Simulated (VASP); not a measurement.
# Tl (Cc) in VASP: single point with PBEsol

Aim: the single point of Tl with PBEsol.

Everything below comes from runs of VASP 6.6.1. Logs are shortened: lines on timing, memory, paths and dates and some standing lists are left out, and cuts for length are marked.

**1. The cell of the first run**

Symmetry: Cc, No. 9, monoclinic system. The conventional cell has a = 3.448 Å, b = 6.554 Å, c = 12.023 Å, α = 90.00°, β = 91.01°, γ = 90.00°. Within 4.4 Å of Tl (site symmetry 1) lie 12 Tl at 3.38 to 4.00 Å. Within 4.4 Å of Tl (site symmetry 1) lie 12 Tl at 3.38 to 4.00 Å.

**2. Single point, PBEsol (strained and its atoms moved)**

The input, INCAR:

```
PREC = Accurate
ENCUT = 520
EDIFF = 1E-6
ISMEAR = 0
SIGMA = 0.1
LREAL = F
LASPH = T
NELM = 100
ALGO = Fast
ISIF = 2
LWAVE = F
LCHARG = F
GGA = PS
NBANDS = 34
```

The input, KPOINTS:

```
regular mesh
0
Gamma
  12 12 4
```

The input, POSCAR:

```
Tl
1.0
    3.4482539249      0.0000000000      0.0315777382
   -1.7241269624      3.2767627203     -0.0157888691
    0.1013904417      0.0000000000     12.0225406051
Tl
4
Direct
    0.0777026554      0.0548138101      0.0088484220
    0.2628152544      0.6262220195      0.2411515780
    0.0228888453     -0.0548138101      0.5088484220
    0.6365932449      0.3737779805      0.7411515780
```

Potentials or basis: VASP PAW PBE potentials, release 64 (Tl_d).

Launch:

```console
$ cat potpaw_PBE.64/Tl_d/POTCAR > POTCAR
$ mpirun -np 1 vasp_std > vasp.out
```

OUTCAR:

```text
PREC = Accurate
   ENCUT = 520
   EDIFF = 1E-6
   ISMEAR = 0
   LREAL = F
   LASPH = T
   NELM = 100
   ISIF = 2
   GGA = PS

 ion  position               nearest neighbor table
   1  0.078  0.055  0.009-   2 3.38   2 3.44   4 3.63   2 3.72   4 3.94   4 4.00
   2  0.263  0.626  0.241-   1 3.38   1 3.44   3 3.63   1 3.72   3 3.94   3 4.00
   3  0.023  0.945  0.509-   4 3.38   4 3.44   2 3.63   4 3.72   2 3.94   2 4.00
   4  0.637  0.374  0.741-   3 3.38   3 3.44   1 3.63   3 3.72   1 3.94   1 4.00

  LATTYP: Found a base centered monoclinic cell.
 ALAT       =     3.4483985101
 B/A-ratio  =     1.9004547826
 C/A-ratio  =     3.4865367485
 COS(beta)  =    -0.0175896017

  Lattice vectors:

 A1 = (  -1.7241269624,   3.2767627203,  -0.0157888691)
 A2 = (  -1.7241269625,  -3.2767627203,  -0.0157888691)
 A3 = (   0.1013904417,   0.0000000000,  12.0225406051)

Analysis of symmetry for initial positions (statically):
=====================================================================
 Subroutine PRICEL returns:
 Original cell was already a primitive cell.

 Routine SETGRP: Setting up the symmetry group for a
 base centered monoclinic supercell.

 Subroutine GETGRP returns: Found  2 space group operations
 (whereof  1 operations were pure point group operations)
 out of a pool of  4 trial point group operations.

The static configuration has the point symmetry C_1 .
 The point group associated with its full space group is C_1h.

Analysis of symmetry for dynamics (positions and initial velocities):
=====================================================================
 Subroutine PRICEL returns:
 Original cell was already a primitive cell.

 Routine SETGRP: Setting up the symmetry group for a
 base centered monoclinic supercell.

 Subroutine GETGRP returns: Found  2 space group operations
 (whereof  1 operations were pure point group operations)
 out of a pool of  4 trial point group operations.

The dynamic configuration has the point symmetry C_1 .
 The point group associated with its full space group is C_1h.

 Subroutine INISYM returns: Found  2 space group operations
 (whereof  1 operations are pure point group operations),
 and found     1 'primitive' translations

----------------------------------------------------------------------------------------

                                     Primitive cell

  volume of cell :     135.8335

  direct lattice vectors                    reciprocal lattice vectors
     3.448253925  0.000000000  0.031577738     0.290024243  0.152589627 -0.002445880
    -1.724126962  3.276762720 -0.015788869     0.000000000  0.305179253  0.000000000
     0.101390442  0.000000000 12.022540605    -0.000761762  0.000000000  0.083183519

  length of vectors
     3.448398510  3.702706712 12.022968129     0.327724943  0.305179253  0.083187007

  position of ions in fractional coordinates (direct lattice)
     0.077702655  0.054813810  0.008848422
     0.262815254  0.626222019  0.241151578
     0.022888845  0.945186190  0.508848422
     0.636593245  0.373777981  0.741151578

  ion indices of the primitive-cell ions
   primitive index   ion index
                 1           1
                 2           2
                 3           3
                 4           4

----------------------------------------------------------------------------------------

 KPOINTS: regular mesh

Automatic generation of k-mesh.
 Grid dimensions read from file:
 generate k-points for:   12   12    4

 Generating k-lattice:

  Cartesian coordinates                     Fractional coordinates (reciprocal lattice)
     0.024168687  0.012715802 -0.000203823     0.083333333  0.000000000  0.000000000
     0.000000000  0.025431604  0.000000000     0.000000000  0.083333333  0.000000000
    -0.000190440  0.000000000  0.020795880     0.000000000  0.000000000  0.250000000

  Length of vectors
     0.027310412  0.025431604  0.020796752

  Shift w.r.t. Gamma in fractional coordinates (k-lattice)
     0.000000000  0.000000000  0.000000000

 Subroutine IBZKPT returns following result:
 ===========================================

 Found    164 irreducible k-points:

 Following reciprocal coordinates:
            Coordinates               Weight
  0.000000  0.000000  0.000000      1.000000
  0.083333  0.000000 -0.000000      4.000000
  0.166667  0.000000  0.000000      4.000000
  0.250000 -0.000000 -0.000000      4.000000
  0.333333  0.000000  0.000000      4.000000
  0.416667  0.000000 -0.000000      4.000000
[... 16 lines left out ...]
  0.333333  0.166667  0.000000      4.000000
  0.416667  0.166667 -0.000000      4.000000
 [... further k-points ...]
   k-points           NKPTS =    164   k-points in BZ     NKDIM =    164   number of bands    NBANDS=     34
   number of dos      NEDOS =    301   number of ions     NIONS =      4
   total plane-waves  NPLWV =  70560
   dimension x,y,z NGX =    28 NGY =   28 NGZ =   90
   dimension x,y,z NGXF=    56 NGYF=   56 NGZF=  180
   ions per type =               4
   NGX,Y,Z   is equivalent  to a cutoff of  13.50, 12.57, 12.44 a.u.
   NGXF,Y,Z  is equivalent  to a cutoff of  27.00, 25.14, 24.89 a.u.
 SYSTEM =  unknown system
   PREC   = accura    normal or accurate (medium, high low for compatibility)
   ISTART =      0    job   : 0-new  1-cont  2-samecut
   ICHARG =      2    charge: 1-file 2-atom 10-const
   ISPIN  =      1    spin polarized calculation?
   LNONCOLLINEAR =      F non collinear calculations
   LSORBIT =      F    spin-orbit coupling
   LASPH  =      T    aspherical Exc in radial PAW
   ENCUT  =  520.0 eV  38.22 Ry    6.18 a.u.   6.41  6.88 22.35*2*pi/ulx,y,z
   NELM   =    100;   NELMIN=  2; NELMDL= -5     # of ELM steps
   EDIFF  = 0.1E-05   stopping-criterion for ELM
   LREAL  =      F    real-space projection
   EDIFFG = 0.1E-04   stopping-criterion for IOM
   NSW    =      0    number of steps for IOM
   IBRION =     -1    ionic relax: 0-MD 1-quasi-New 2-CG
   NFREE  =      0    steps in history (QN), initial steepest desc. (CG)
   ISIF   =      2    stress and relaxation
   ISYM   =      2    0-nonsym 1-usesym 2-fastsym
   POTIM  = 0.5000    time-step for ionic-motion
   TEBEG  =    0.0;   TEEND  =   0.0 temperature during run
   PSTRESS=    0.0 pullay stress
   NELECT =      52.0000    total number of electrons
   NUPDOWN=      -1.0000    fix difference up-down
   EMIN   =  10.00;   EMAX   =-10.00  energy-range for DOS
   EFERMI =   0.00;   METHOD = LEGACY
   ISMEAR =     0;   SIGMA  =   0.10  broadening in eV -4-tet -1-fermi 0-gaus
   EFERMI_NEDOS =   21; number of points for ismear=-14 and -15
   IALGO  =     68    algorithm
   IMIX   =      4    mixing-type and parameters
     AMIX     =   0.40;   BMIX     =  1.00
     AMIX_MAG =   1.60;   BMIX_MAG =  1.00
  volume/ion in A,a.u.               =      33.96       229.16
  Fermi-wavevector in a.u.,A,eV,Ry     =   1.188704  2.246324 19.225258  1.413017
  Thomas-Fermi vector in A             =   2.324827
   LORBIT       =      0    0 simple, 1 ext, 2 COOP (PROOUT), +10 PAW based schemes
   GGA     = PS    functional components
   LHFCALC =     F    Hartree Fock is set to
   AEXX    =    0.0000 exact exchange contribution
   IVDW    =     0    specifies the selected vdW correction
   LEPSILON=     F    determine dielectric tensor
   LRPA    =     F    only Hartree local field effects (RPA)
 non-spin polarized calculation
 RMM-DIIS sequential band-by-band and
 Gauss-broadening in eV      SIGMA  =   0.10
  energy-cutoff  :      520.00
  volume of cell :      135.83
 maximum number of plane-waves:      3700
 NGX is ok and might be reduce to    28
   NGX = 13   NGY = 13   NGZ = 45

 number of electron      51.9999985 magnetization

 Free energy of the ion-electron system (eV)
  ---------------------------------------------------
  ext. energy  EPLUGINS =         0.00000000
  ---------------------------------------------------
  free energy    TOTEN  =       -10.10597746 eV

  energy without entropy =      -10.09490413  energy(sigma->0) =      -10.10044079

 E-fermi :   4.7492     XC(G=0):  -9.5194

 val. band max:        4.7423857382   @ k =   0.4167   0.2500   0.5000
 cond. band min:       4.7524676731   @ k =   0.3333  -0.0000   0.5000
 fundamental gap:      0.0100819349
 Fermi energy:         4.7491770029

 k-point     1 :       0.0000    0.0000    0.0000
  band No.  band energies     occupation
      1      -6.7709      2.00000
      2      -6.7694      2.00000
      3      -6.7612      2.00000
      4      -6.7583      2.00000
      5      -6.7195      2.00000
      6      -6.7147      2.00000
[... 26 lines left out ...]
     33      13.3244      0.00000
     34      13.5032      0.00000

 k-point     2 :       0.0833    0.0000   -0.0000
  band No.  band energies     occupation
      1      -6.7579      2.00000
      2      -6.7452      2.00000
      3      -6.7382      2.00000
      4      -6.7266      2.00000
      5      -6.7053      2.00000
      6      -6.6980      2.00000
[... 26 lines left out ...]
     33      12.4579      0.00000
     34      12.9207      0.00000

 k-point     3 :       0.1667    0.0000    0.0000
  band No.  band energies     occupation
      1      -6.7382      2.00000
      2      -6.7209      2.00000
      3      -6.6953      2.00000
      4      -6.6811      2.00000
      5      -6.6605      2.00000
      6      -6.6344      2.00000
[... 26 lines left out ...]
     33      11.3759      0.00000
     34      11.5343      0.00000
[... 704 lines left out ...]
 k-point    23 :       0.3333    0.1667    0.0000
  band No.  band energies     occupation
      1      -6.7747      2.00000
      2      -6.7615      2.00000
      3      -6.7353      2.00000
      4      -6.7131      2.00000
      5      -6.6919      2.00000
      6      -6.6535      2.00000
[... 26 lines left out ...]
     33       8.9923      0.00000
     34       9.2143      0.00000

 k-point    24 :       0.4167    0.1667   -0.0000
  band No.  band energies     occupation
      1      -6.7871      2.00000
      2      -6.7776      2.00000
      3      -6.7456      2.00000
      4      -6.7248      2.00000
      5      -6.7026      2.00000
      6      -6.6722      2.00000
[... 26 lines left out ...]
     33       8.4497      0.00000
     34       9.0877      0.00000

 [... further k-points ...]

------------------------ aborting loop because EDIFF is reached ----------------------------------------

  FORCE on cell =-STRESS in cart. coord.  units (eV):
  Direction    XX          YY          ZZ          XY          YZ          ZX
  --------------------------------------------------------------------------------------
  -------------------------------------------------------------------------------------
  Total       -3.2500956     -3.0345850     -3.0483671     -0.0000000      0.0000000     -0.0563557
  in kB      -38.3353798    -35.7933991    -35.9559608     -0.0000000      0.0000000     -0.6647245
  external PRESSURE =     -36.6949133 kB  Pullay stress =       0.0000000 kB

 VOLUME and BASIS-vectors are now :
 -----------------------------------------------------------------------------
  energy-cutoff  :      520.00
  volume of cell :      135.83
      direct lattice vectors                 reciprocal lattice vectors
     3.448253925  0.000000000  0.031577738     0.290024243  0.152589627 -0.002445880
    -1.724126962  3.276762720 -0.015788869     0.000000000  0.305179253  0.000000000
     0.101390442  0.000000000 12.022540605    -0.000761762  0.000000000  0.083183519

 POSITION                                       TOTAL-FORCE (eV/Angst)
 -----------------------------------------------------------------------------------
      0.17433      0.17961      0.10797         0.022646     -0.004277     -0.194256
     -0.14898      2.05198      2.89767        -0.022646     -0.004142      0.194256
     -1.49910      3.09715      6.10345         0.022646      0.004277     -0.194256
      1.62584      1.22478      8.92473        -0.022646      0.004142      0.194256
 -----------------------------------------------------------------------------------
    total drift:                                0.000079      0.000000      0.000029

  FREE ENERGIE OF THE ION-ELECTRON SYSTEM (eV)
  ---------------------------------------------------
  free  energy   TOTEN  =       -10.1059774635 eV

  energy  without entropy=      -10.0949041253  energy(sigma->0) =      -10.10044079
```

Run time: 8.2 min. Hardware: 1 thread of Intel Xeon Platinum 8559C (Emerald Rapids), shared host; peak memory 0.63 GiB.

What came out:

| Property | Result |
| --- | --- |
| Free energy | -10.1060 eV |
| Pressure | -3.7 GPa |
| Largest force | 0.196 eV/Å |
| Band gap on the k mesh | zero (bands 26 and 27 overlap by 3.70 eV) |

Forces on the atoms (eV/Å):
```
Tl   0.023 -0.004 -0.194
Tl  -0.023 -0.004  0.194
Tl   0.023  0.004 -0.194
Tl  -0.023  0.004  0.194
```

Levels at points of the mesh, in eV from the Fermi level:
```
           k point  band 22  band 23  band 24  band 25  band 26  band 27  band 28  band 29  band 30  band 31
(0.00, 0.00, 0.00)    -8.33    -7.49    -5.49    -2.30     2.00     2.68     6.20     6.62     7.72     8.26
(0.50, 0.00, 0.00)    -4.94    -4.44    -3.89    -2.01    -1.66    -0.54     0.18     1.70     2.95     3.42
(0.00, 0.50, 0.00)    -5.57    -5.21    -4.89    -2.17    -2.02    -0.54    -0.31     1.69     2.08     5.02
(0.00, 0.00, 0.50)    -8.84    -6.50    -6.50    -0.70    -0.70     5.89     5.89     6.38     6.38     8.05
(0.50, 0.00, 0.50)    -4.98    -4.52    -3.83    -1.90    -1.30    -0.86    -0.46     2.66     3.34     3.62
(0.00, 0.50, 0.50)    -5.67    -5.09    -5.09    -1.58    -1.58    -1.23    -1.23     2.94     2.94     4.02
```

Caveat: the cell differs from its parent crystal (strained and its atoms moved); the cell stands under tension; the PAW data sets were made with another functional, which shifts forces and pressure a little; spin-orbit coupling is left out, which moves the levels of the heavy elements.
